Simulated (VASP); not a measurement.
Write the native input for VASP 6.6.1 that does the following.

```
Task                   : single point
Functional             : r2SCAN
Potentials or basis    : VASP PAW PBE potentials, release 64 (K_sv, Cl)
Cutoff                 : 520 eV
k mesh                 : 7 × 7 × 7
Occupations            : fermi-dirac, width 0.05 eV
Spin                   : no spin polarisation
Dipole correction      : no
Further INCAR settings : ALGO = Normal; EDIFF = 1e-06; NBANDS = 15
```

Crystal: KCl.

```
K Cl
1.0
     3.81343    0.00000    0.00000
     0.00000    3.81343    0.00000
     0.00000    0.00000    3.81343
K Cl
1 1
Direct
  0.00000 0.00000 0.00000
  0.50000 0.50000 0.50000
```

These files were run (other wordings do the same):

POSCAR

```
KCl
1.0
    3.8134288075      0.0000000000      0.0000000000
    0.0000000000      3.8134288075      0.0000000000
    0.0000000000      0.0000000000      3.8134288075
K Cl
1 1
Direct
    0.0000000000      0.0000000000      0.0000000000
    0.5000000000      0.5000000000      0.5000000000
```

INCAR.step1

```
SYSTEM = KCl
PREC = Accurate ; ENCUT = 520
ISMEAR = -1 ; SIGMA = 0.05
LREAL = .FALSE. ; LASPH = .TRUE.
NELM = 80 ; NBANDS = 15
GGA = PE ; ALGO = Normal
EDIFF = 1E-4 ; LWAVE = .TRUE.
LCHARG = .FALSE.
```

INCAR.step2

```
SYSTEM = KCl
PREC = Accurate ; ENCUT = 520
EDIFF = 1E-6 ; ISMEAR = -1
SIGMA = 0.05 ; LREAL = .FALSE.
LASPH = .TRUE. ; NELM = 80
ALGO = Normal ; ISIF = 2
LWAVE = .FALSE. ; LCHARG = .FALSE.
METAGGA = R2SCAN ; LMIXTAU = .TRUE.
NBANDS = 15 ; ISTART = 1
```

KPOINTS

```
regular mesh
0
G
  7 7 7
  0 0 0
```

Potentials or basis: VASP PAW PBE potentials, release 64 (K_sv, Cl).

Launch:

```bash
$ cat potpaw_PBE.64/K_sv/POTCAR potpaw_PBE.64/Cl/POTCAR > POTCAR
$ cp INCAR.step1 INCAR
$ mpirun -np 1 vasp_std > vasp.out
$ cp INCAR.step2 INCAR
$ mpirun -np 1 vasp_std > vasp.out
```

It gave:

```json
{"Pressure": "-0.8 GPa", "Band gap on the k mesh": "5.67 eV, indirect (least direct gap 5.86 eV)"}
```

Caveat: the PAW data sets were made with another functional, which shifts forces and pressure a little.

Wall time 41 s on 1 thread of Intel(R) Xeon(R) Platinum 8488C (Sapphire Rapids), on a shared host, peak memory 0.16 GiB.
